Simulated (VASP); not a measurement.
Write the native input for VASP 6.6.1 that does the following.

```yaml
Task: single point
Functional: r2SCAN
Potentials_or_basis: VASP PAW PBE potentials, release 64 (K_sv)
Cutoff: 520 eV
k_mesh: 12 × 12 × 12
Occupations: gaussian, width 0.05 eV
Spin: no spin polarisation
Dipole_correction: no
Further_INCAR_settings: ALGO = Normal; EDIFF = 1e-06; NBANDS = 10
```

Crystal: K.

```
K
1.0
     0.00000    3.29671    3.29671
     3.29671    0.00000    3.29671
     3.29671    3.29671    0.00000
K
1
Direct
  0.00000 0.00000 0.00000
```

This isn't the form of K at room conditions, which is bcc.

These files were run (other wordings do the same):

POSCAR

```
K
1.0
    0.0000000000      3.2967115817      3.2967115817
    3.2967115817      0.0000000000      3.2967115817
    3.2967115817      3.2967115817      0.0000000000
K
1
Direct
    0.0000000000      0.0000000000      0.0000000000
```

INCAR.step1

```
SYSTEM = K
  PREC = Accurate
  ENCUT = 520
  ISMEAR = 0
  SIGMA = 0.05
  LREAL = .False.
  LASPH = .True.
  NELM = 100
  NBANDS = 10
  GGA = PE
  ALGO = Normal
  EDIFF = 1E-4
  LWAVE = .True.
  LCHARG = .False.
```

INCAR.step2

```
SYSTEM = K
  PREC = Accurate
  ENCUT = 520
  EDIFF = 1E-6
  ISMEAR = 0
  SIGMA = 0.05
  LREAL = .False.
  LASPH = .True.
  NELM = 100
  ALGO = Normal
  ISIF = 2
  LWAVE = .False.
  LCHARG = .True.
  METAGGA = R2SCAN
  LMIXTAU = .True.
  LELF = .True.
  LVHAR = .True.
  NBANDS = 10
  ISTART = 1
```

KPOINTS

```
regular mesh
0
Gamma
  12 12 12
  0 0 0
```

Potentials or basis: VASP PAW PBE potentials, release 64 (K_sv).

Command:

```console
$ cat potpaw_PBE.64/K_sv/POTCAR > POTCAR
$ cp INCAR.step1 INCAR
$ mpirun -np 1 vasp_std > vasp.out
$ cp INCAR.step2 INCAR
$ mpirun -np 1 vasp_std > vasp.out
```

Results of the run:

```json
{
 "Pressure": "0.2 GPa",
 "Band gap on the k mesh": "zero (an odd number of electrons rules out a gap without spin polarisation)"
}
```

Caveat: the PAW data sets were made with another functional, which shifts forces and pressure a little.

It took 2.3 min on 1 thread of Intel(R) Xeon(R) Platinum 8375C CPU @ 2.90GHz (Ice Lake), on a shared host, peak memory 0.23 GiB.
